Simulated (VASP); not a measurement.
Runs of VASP 6.6.1 on GaSb3. The structure is that of space group Fm-3m (No. 225), or close to it. The cells are those of the table. 

```csv
cell,gap on the mesh (eV),pressure (GPa)
"a = 5.030 Å, angles 60.0°, 4 atoms",none,4.4
"a = 5.053, b = 5.053, c = 4.985 Å, angles 60.4, 60.4, 59.1°, 4 atoms",none,4.4
"a = 5.191, b = 5.191, c = 5.122 Å, angles 60.4, 60.4, 59.1°, 4 atoms",none,-1.5
"a = 5.255 Å, angles 60.0°, 4 atoms",none,-4.2
"a = 5.076 Å, angles 60.0°, 4 atoms",none,2.1
"a = 5.167 Å, angles 60.0°, 4 atoms",none,-1.5
"a = 5.100, b = 5.100, c = 5.031 Å, angles 60.4, 60.4, 59.1°, 4 atoms",none,2.1
"a = 5.212 Å, angles 60.0°, 4 atoms",none,(a)
```

Alike in all rows: task single point; level LDA; potentials or basis VASP PAW LDA potentials, release 64 (Ga_d, Sb); no spin polarisation; k mesh 10 × 10 × 10; cutoff (eV) 520; smearing gaussian 0.15 eV.

Fill in the values left out.

(a) -3.0.

Caveats: spin-orbit coupling is left out, which moves the levels of the heavy elements.

A k mesh can miss the band edges, and the runs leave out spin-orbit coupling on Ga, Sb.

A gap of «none» marks levels without a gap at the run's occupations.
